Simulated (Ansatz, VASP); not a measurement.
# One calculation of Ge3BiN, two programs

The input INCAR:

```
PREC     = Accurate       # precision mode
ENCUT    = 600            # plane-wave cutoff, eV
EDIFF    = 1E-6           # SCF threshold, eV
ISMEAR   = -1             # smearing method
SIGMA    = 0.15           # smearing width, eV
LREAL    = F              # projectors in reciprocal space
LASPH    = T              # aspherical terms in the spheres
NELM     = 100            # most SCF steps
ALGO     = Normal         # electronic algorithm
ISIF     = 3              # what is computed and relaxed
LWAVE    = F              # write WAVECAR
LCHARG   = F              # write CHGCAR
GGA      = PE             # functional
IBRION   = 2              # ionic algorithm
NSW      = 80             # ionic steps
EDIFFG   = -0.001         # ionic threshold
```

KPOINTS

```
Automatic mesh
0
Gamma
  8 8 8
```

File POSCAR:

```
Ge3BiN
1.0
    4.5903384300      0.0000000000      0.0000000000
    0.0000000000      4.5903384300      0.0000000000
    0.0000000000      0.0000000000      4.5903384300
Ge Bi N
3 1 1
Direct
    0.5000000000      0.5000000000      0.0000000000
    0.0000000000      0.5000000000      0.5000000000
    0.5000000000      0.0000000000      0.5000000000
    0.0000000000      0.0000000000      0.0000000000
    0.5000000000      0.5000000000      0.5000000000
```

Input for Ansatz:

```yaml
crystal:
  lattice:
    - [4.59033843, 0.0, 0.0]
    - [0.0, 4.59033843, 0.0]
    - [0.0, 0.0, 4.59033843]
  atoms:
    - { symbol: Ge, position: [0.5, 0.5, 0.0] }
    - { symbol: Ge, position: [0.0, 0.5, 0.5] }
    - { symbol: Ge, position: [0.5, 0.0, 0.5] }
    - { symbol: Bi, position: [0.0, 0.0, 0.0] }
    - { symbol: "N", position: [0.5, 0.5, 0.5] }
basis:
  ecutwfc: 420
kpoints:
  mp_grid: { grid: [8, 8, 8] }
hamiltonian:
  xc: pbe
scf:
  occupations: { method: fermi_dirac, width: 0.15 }
output:
  forces: true
  stress: true
  eigenvalues: true
relax:
  adjacent_minimum: "off"
  f_tol: 0.001
  max_steps: 60
  cell: { stress_tol: 0.01 }
```

Alike in both runs: task relaxation of cell and atoms; functional PBE; k mesh 8 × 8 × 8; occupations fermi-dirac, width 0.15 eV; no spin polarisation.

|  | VASP | Ansatz |
| --- | --- | --- |
| version | VASP 6.6.1 | Ansatz 0.2.0 |
| potentials or method | VASP PAW PBE potentials, release 64 (Ge_d, Bi_d, N), cutoff 600 eV | scalar-relativistic, plane waves, PAW |
| valence electrons in the cell | 62 | 62 |

|  | VASP | Ansatz | Ansatz less VASP |
| --- | --- | --- | --- |
| gap on the k mesh at the Fermi level, each at its own relaxed structure (eV) | none | none | - |
| relaxed volume (Å³/atom) | 19.38 | 19.37 | -0.009 |
| relaxed cell length with the largest relative difference (Å) | 4.593 | 4.593 | -0.0007 |

A gap of «none» marks a metal or a gap that the smearing closes.

Neither program's run includes spin-orbit coupling.
